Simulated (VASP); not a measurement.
# SiC (Moissanite) (P6_3mc) in VASP: further runs

The runs below take SiC (Moissanite) through single point, with PBE.

Everything below comes from runs of VASP 6.6.1. Logs are shortened: lines on timing, memory, paths and dates and some standing lists are left out, and cuts for length are marked.

## (1) The cell of the first run

It takes space group P6_3mc (No. 186, hexagonal). The conventional cell has a = 3.076 Å, b = 3.076 Å, c = 5.048 Å, α = 90.00°, β = 90.00°, γ = 120.00°. Si (site symmetry 3m) has 4 C at 1.87 to 1.94 Å within 2.5 Å. C (site symmetry 3m) has 4 Si at 1.87 to 1.94 Å within 2.5 Å.

## (2) Single point, PBE

The input, INCAR:

```
SYSTEM = SiC
PREC = Accurate
ENCUT = 520
EDIFF = 1E-7
ISMEAR = 0
SIGMA = 0.01
LREAL = .FALSE.
LASPH = .TRUE.
NELM = 60
ALGO = Normal
ISIF = 2
LWAVE = .FALSE.
LCHARG = .FALSE.
GGA = PE
NBANDS = 16
```

The input, KPOINTS:

```
regular mesh
0
G
  6 6 4
  0 0 0
```

The input, POSCAR:

```
SiC
1.0
    3.0760000000      0.0000000000      0.0000000000
   -1.5380000000      2.6638940000      0.0000000000
    0.0000000000      0.0000000000      5.0480000000
Si C
2 2
Direct
    0.3333333333      0.6666666667      0.0000000000
    0.6666666667      0.3333333333      0.5000000000
    0.3333333333      0.6666666667      0.3850000000
    0.6666666667      0.3333333333      0.8850000000
```

Potentials or basis: VASP PAW PBE potentials, release 64 (Si, C).

The run is started by

```bash
$ cat potpaw_PBE.64/Si/POTCAR potpaw_PBE.64/C/POTCAR > POTCAR
$ mpirun -np 1 vasp_std > vasp.out
```

OUTCAR:

```text
SYSTEM = SiC
   PREC = Accurate
   ENCUT = 520
   EDIFF = 1E-7
   ISMEAR = 0
   LREAL = .FALSE.
   LASPH = .TRUE.
   NELM = 60
   ISIF = 2
   GGA = PE

 ion  position               nearest neighbor table
   1  0.333  0.667  0.000-   4 1.87   4 1.87   4 1.87   3 1.94   2 3.09   2 3.09   2 3.09   2 3.09
                             2 3.09   2 3.09
   2  0.667  0.333  0.500-   3 1.87   3 1.87   3 1.87   4 1.94   1 3.09   1 3.09   1 3.09   1 3.09
                             1 3.09   1 3.09
   3  0.333  0.667  0.385-   2 1.87   2 1.87   2 1.87   1 1.94
   4  0.667  0.333  0.885-   1 1.87   1 1.87   1 1.87   2 1.94

  LATTYP: Found a hexagonal cell.
 ALAT       =     3.0760000000
 C/A-ratio  =     1.6410923277

  Lattice vectors:

 A1 = (   3.0760000000,   0.0000000000,   0.0000000000)
 A2 = (  -1.5380000000,   2.6638940000,   0.0000000000)
 A3 = (   0.0000000000,   0.0000000000,   5.0480000000)

Analysis of symmetry for initial positions (statically):
=====================================================================
 Subroutine PRICEL returns:
 Original cell was already a primitive cell.

 Routine SETGRP: Setting up the symmetry group for a
 hexagonal supercell.

 Subroutine GETGRP returns: Found 12 space group operations
 (whereof  6 operations were pure point group operations)
 out of a pool of 24 trial point group operations.

The static configuration has the point symmetry C_3v.
 The point group associated with its full space group is C_6v.

Analysis of symmetry for dynamics (positions and initial velocities):
=====================================================================
 Subroutine PRICEL returns:
 Original cell was already a primitive cell.

 Routine SETGRP: Setting up the symmetry group for a
 hexagonal supercell.

 Subroutine GETGRP returns: Found 12 space group operations
 (whereof  6 operations were pure point group operations)
 out of a pool of 24 trial point group operations.

The dynamic configuration has the point symmetry C_3v.
 The point group associated with its full space group is C_6v.

 Subroutine INISYM returns: Found 12 space group operations
 (whereof  6 operations are pure point group operations),
 and found     1 'primitive' translations

----------------------------------------------------------------------------------------

                                     Primitive cell

  volume of cell :      41.3640

  direct lattice vectors                    reciprocal lattice vectors
     3.076000000  0.000000000  0.000000000     0.325097529  0.187695156  0.000000000
    -1.538000000  2.663894000  0.000000000     0.000000000  0.375390312  0.000000000
     0.000000000  0.000000000  5.048000000     0.000000000  0.000000000  0.198098257

  length of vectors
     3.076000000  3.075999877  5.048000000     0.375390297  0.375390312  0.198098257

  position of ions in fractional coordinates (direct lattice)
     0.333333333  0.666666667  0.000000000
     0.666666667  0.333333333  0.500000000
     0.333333333  0.666666667  0.385000000
     0.666666667  0.333333333  0.885000000

  ion indices of the primitive-cell ions
   primitive index   ion index
                 1           1
                 2           2
                 3           3
                 4           4

----------------------------------------------------------------------------------------

 KPOINTS: regular mesh

Automatic generation of k-mesh.
 Grid dimensions read from file:
 generate k-points for:    6    6    4

 Generating k-lattice:

  Cartesian coordinates                     Fractional coordinates (reciprocal lattice)
     0.054182922  0.031282526  0.000000000     0.166666667  0.000000000  0.000000000
     0.000000000  0.062565052  0.000000000     0.000000000  0.166666667  0.000000000
     0.000000000  0.000000000  0.049524564     0.000000000  0.000000000  0.250000000

  Length of vectors
     0.062565050  0.062565052  0.049524564

  Shift w.r.t. Gamma in fractional coordinates (k-lattice)
     0.000000000  0.000000000  0.000000000

 Subroutine IBZKPT returns following result:
 ===========================================

 Found     21 irreducible k-points:

 Following reciprocal coordinates:
            Coordinates               Weight
  0.000000  0.000000  0.000000      1.000000
  0.166667 -0.000000  0.000000      6.000000
  0.333333  0.000000  0.000000      6.000000
  0.500000  0.000000  0.000000      3.000000
  0.166667  0.166667  0.000000      6.000000
  0.333333  0.166667  0.000000     12.000000
[... 13 lines left out ...]
  0.333333  0.166667  0.500000     12.000000
  0.333333  0.333333  0.500000      2.000000
   k-points           NKPTS =     21   k-points in BZ     NKDIM =     21   number of bands    NBANDS=     16
   number of dos      NEDOS =    301   number of ions     NIONS =      4
   total plane-waves  NPLWV =  23040
   dimension x,y,z NGX =    24 NGY =   24 NGZ =   40
   dimension x,y,z NGXF=    48 NGYF=   48 NGZF=   80
   ions per type =               2   2
   NGX,Y,Z   is equivalent  to a cutoff of  12.97, 12.97, 13.17 a.u.
   NGXF,Y,Z  is equivalent  to a cutoff of  25.94, 25.94, 26.35 a.u.
 SYSTEM =  SiC
   PREC   = accura    normal or accurate (medium, high low for compatibility)
   ISTART =      0    job   : 0-new  1-cont  2-samecut
   ICHARG =      2    charge: 1-file 2-atom 10-const
   ISPIN  =      1    spin polarized calculation?
   LNONCOLLINEAR =      F non collinear calculations
   LSORBIT =      F    spin-orbit coupling
   LASPH  =      T    aspherical Exc in radial PAW
   ENCUT  =  520.0 eV  38.22 Ry    6.18 a.u.   5.72  5.72  9.39*2*pi/ulx,y,z
   NELM   =     60;   NELMIN=  2; NELMDL= -5     # of ELM steps
   EDIFF  = 0.1E-06   stopping-criterion for ELM
   LREAL  =      F    real-space projection
   EDIFFG = 0.1E-05   stopping-criterion for IOM
   NSW    =      0    number of steps for IOM
   IBRION =     -1    ionic relax: 0-MD 1-quasi-New 2-CG
   NFREE  =      0    steps in history (QN), initial steepest desc. (CG)
   ISIF   =      2    stress and relaxation
   ISYM   =      2    0-nonsym 1-usesym 2-fastsym
   POTIM  = 0.5000    time-step for ionic-motion
   TEBEG  =    0.0;   TEEND  =   0.0 temperature during run
   PSTRESS=    0.0 pullay stress
   NELECT =      16.0000    total number of electrons
   NUPDOWN=      -1.0000    fix difference up-down
   EMIN   =  10.00;   EMAX   =-10.00  energy-range for DOS
   EFERMI =   0.00;   METHOD = LEGACY
   ISMEAR =     0;   SIGMA  =   0.01  broadening in eV -4-tet -1-fermi 0-gaus
   EFERMI_NEDOS =   21; number of points for ismear=-14 and -15
   IALGO  =     38    algorithm
   IMIX   =      4    mixing-type and parameters
     AMIX     =   0.40;   BMIX     =  1.00
     AMIX_MAG =   1.60;   BMIX_MAG =  1.00
  volume/ion in A,a.u.               =      10.34        69.78
  Fermi-wavevector in a.u.,A,eV,Ry     =   1.192817  2.254098 19.358550  1.422813
  Thomas-Fermi vector in A             =   2.328847
   LORBIT       =      0    0 simple, 1 ext, 2 COOP (PROOUT), +10 PAW based schemes
   GGA     = PE    functional components
   LHFCALC =     F    Hartree Fock is set to
   AEXX    =    0.0000 exact exchange contribution
   IVDW    =     0    specifies the selected vdW correction
   LEPSILON=     F    determine dielectric tensor
   LRPA    =     F    only Hartree local field effects (RPA)
 non-spin polarized calculation
 Gauss-broadening in eV      SIGMA  =   0.01
  energy-cutoff  :      520.00
  volume of cell :       41.36
 maximum number of plane-waves:      1132
 NGX is ok and might be reduce to    24
   NGX = 11   NGY = 11   NGZ = 19

 number of electron      16.0000000 magnetization

 Free energy of the ion-electron system (eV)
  ---------------------------------------------------
  ext. energy  EPLUGINS =         0.00000000
  ---------------------------------------------------
  free energy    TOTEN  =       -30.05752655 eV

  energy without entropy =      -30.05752655  energy(sigma->0) =      -30.05752655

 E-fermi :   8.5206     XC(G=0): -11.3475

 val. band max:        8.4128975312   @ k =   0.0000   0.0000   0.0000
 cond. band min:      10.7328521533   @ k =   0.3333   0.3333   0.0000
 fundamental gap:      2.3199546222
 Fermi energy:         8.5205689150

 k-point     1 :       0.0000    0.0000    0.0000
  band No.  band energies     occupation
      1      -7.3131      2.00000
      2      -3.8103      2.00000
      3      -0.2817      2.00000
      4       6.8565      2.00000
      5       6.8565      2.00000
      6       8.1375      2.00000
[... 8 lines left out ...]
     15      17.1138      0.00000
     16      19.7566      0.00000

 k-point     2 :       0.1667   -0.0000    0.0000
  band No.  band energies     occupation
      1      -6.8335      2.00000
      2      -3.4038      2.00000
      3       0.1581      2.00000
      4       4.7005      2.00000
      5       6.1770      2.00000
      6       6.5765      2.00000
[... 8 lines left out ...]
     15      17.7318      0.00000
     16      18.1248      0.00000

 k-point     3 :       0.3333    0.0000    0.0000
  band No.  band energies     occupation
      1      -5.4616      2.00000
      2      -2.4240      2.00000
      3       0.9039      2.00000
      4       2.0528      2.00000
      5       3.7870      2.00000
      6       5.2381      2.00000
[... 8 lines left out ...]
     15      19.0761      0.00000
     16      20.2130      0.00000

 k-point     4 :       0.5000    0.0000    0.0000
  band No.  band energies     occupation
      1      -3.9804      2.00000
      2      -2.5216      2.00000
      3       0.4180      2.00000
      4       1.8633      2.00000
      5       2.9815      2.00000
      6       4.8701      2.00000
[... 8 lines left out ...]
     15      18.5578      0.00000
     16      20.6127      0.00000
[... 267 lines left out ...]
 k-point    19 :       0.1667    0.1667    0.5000
  band No.  band energies     occupation
      1      -4.7669      2.00000
      2      -4.7669      2.00000
      3       2.9163      2.00000
      4       2.9163      2.00000
      5       5.2273      2.00000
      6       5.2273      2.00000
[... 8 lines left out ...]
     15      18.5885      0.00000
     16      18.5885      0.00000

 k-point    20 :       0.3333    0.1667    0.5000
  band No.  band energies     occupation
      1      -3.2814      2.00000
      2      -3.2814      2.00000
      3       0.7362      2.00000
      4       0.7362      2.00000
      5       4.1076      2.00000
      6       4.1076      2.00000
[... 8 lines left out ...]
     15      19.9149      0.00000
     16      19.9149      0.00000

 k-point    21 :       0.3333    0.3333    0.5000
  band No.  band energies     occupation
      1      -2.5016      2.00000
      2      -2.5016      2.00000
      3       0.4770      2.00000
      4       0.4770      2.00000
      5       2.5567      2.00000
      6       2.5567      2.00000
[... 8 lines left out ...]
     15      19.8128      0.00000
     16      19.8128      0.00000

------------------------ aborting loop because EDIFF is reached ----------------------------------------

  FORCE on cell =-STRESS in cart. coord.  units (eV):
  Direction    XX          YY          ZZ          XY          YZ          ZX
  --------------------------------------------------------------------------------------
  -------------------------------------------------------------------------------------
  Total        1.3681099      1.3681098      0.0821531      0.0000000      0.0000000      0.0000000
  in kB       52.9918352     52.9918295      3.1820855      0.0000000      0.0000000      0.0000000
  external PRESSURE =      36.3885834 kB  Pullay stress =       0.0000000 kB

 VOLUME and BASIS-vectors are now :
 -----------------------------------------------------------------------------
  energy-cutoff  :      520.00
  volume of cell :       41.36
      direct lattice vectors                 reciprocal lattice vectors
     3.076000000  0.000000000  0.000000000     0.325097529  0.187695156  0.000000000
    -1.538000000  2.663894000  0.000000000     0.000000000  0.375390312  0.000000000
     0.000000000  0.000000000  5.048000000     0.000000000  0.000000000  0.198098257

 POSITION                                       TOTAL-FORCE (eV/Angst)
 -----------------------------------------------------------------------------------
     -0.00000      1.77593      0.00000        -0.000000     -0.000000      0.745184
      1.53800      0.88796      2.52400         0.000000      0.000000      0.745184
     -0.00000      1.77593      1.94348        -0.000000     -0.000000     -0.745184
      1.53800      0.88796      4.46748         0.000000     -0.000000     -0.745184
 -----------------------------------------------------------------------------------
    total drift:                                0.000000      0.000000     -0.000276

  FREE ENERGIE OF THE ION-ELECTRON SYSTEM (eV)
  ---------------------------------------------------
  free  energy   TOTEN  =       -30.0575265539 eV

  energy  without entropy=      -30.0575265539  energy(sigma->0) =      -30.05752655
```

Run time: 15 s. Hardware: 1 thread of AMD EPYC 7R13, shared host; peak memory 0.12 GiB.

Results:

```
Free energy            : -30.0575 eV
Pressure               : 3.6 GPa
Largest force          : 0.745 eV/Å
Band gap on the k mesh : 2.32 eV, indirect (least direct gap 4.07 eV)
```

Forces on the atoms (eV/Å):
```
Si   0.000  0.000  0.745
Si   0.000  0.000  0.745
C    0.000  0.000 -0.745
C    0.000  0.000 -0.745
```

A k mesh can miss the band edges. Expect the measured gap to be larger: semilocal functionals such as PBE lack the derivative discontinuity.

## (3) Single point, PBE

The input, INCAR:

```
PREC     = Accurate       # precision mode
ENCUT    = 520            # plane-wave cutoff, eV
EDIFF    = 1E-6           # SCF threshold, eV
ISMEAR   = 0              # smearing method
SIGMA    = 0.01           # smearing width, eV
LREAL    = F              # projectors in reciprocal space
LASPH    = T              # aspherical terms in the spheres
NELM     = 80             # most SCF steps
ALGO     = Normal         # electronic algorithm
ISIF     = 2              # what is computed and relaxed
LWAVE    = F              # write WAVECAR
LCHARG   = F              # write CHGCAR
GGA      = PE             # functional
NBANDS   = 16             # bands
```

The input, KPOINTS:

```
Automatic mesh
0
Gamma
  6 6 4
```

POSCAR is that of step 2.

Potentials or basis: VASP PAW PBE potentials, release 64 (Si, C).

The run is started by

```bash
$ cat potpaw_PBE.64/Si/POTCAR potpaw_PBE.64/C/POTCAR > POTCAR
$ mpirun -np 1 vasp_std > vasp.out
```

Wall time 14 s (1 thread of AMD EPYC 7R13, shared host); peak memory 0.12 GiB.

The run converged. Its results:

| Item | Value |
| --- | --- |
| Free energy | -30.0575 eV |
| Pressure | 3.6 GPa |
| Largest force | 0.745 eV/Å |
| Band gap on the k mesh | 2.32 eV, indirect (least direct gap 4.07 eV) |

Forces in eV/Å, atoms in the order of the input:
```
Si   0.000  0.000  0.745
Si   0.000  0.000  0.745
C    0.000  0.000 -0.745
C    0.000  0.000 -0.745
```

Stress tensor (GPa, compression positive):
```
5.30 0.00 0.00
0.00 5.30 0.00
0.00 0.00 0.32
```

Levels at points of the mesh, in eV from the valence-band top:
| k point | band 4 | band 5 | band 6 | band 7 | band 8 | band 9 | band 10 | band 11 | band 12 | band 13 |
| --- | --- | --- | --- | --- | --- | --- | --- | --- | --- | --- |
| (0.00, 0.00, 0.00) | -1.56 | -1.56 | -0.28 | -0.28 | 0.00 | 4.62 | 6.02 | 6.50 | 6.50 | 7.55 |
| (0.50, 0.00, 0.00) | -6.55 | -5.43 | -3.54 | -3.26 | -1.49 | 2.59 | 4.19 | 6.74 | 7.20 | 9.70 |
| (0.00, 0.00, 0.50) | -4.46 | -0.97 | -0.97 | -0.97 | -0.97 | 5.71 | 5.71 | 7.17 | 7.17 | 7.17 |
| (0.50, 0.00, 0.50) | -8.45 | -2.69 | -2.69 | -2.34 | -2.34 | 3.16 | 3.16 | 4.99 | 4.99 | 10.38 |
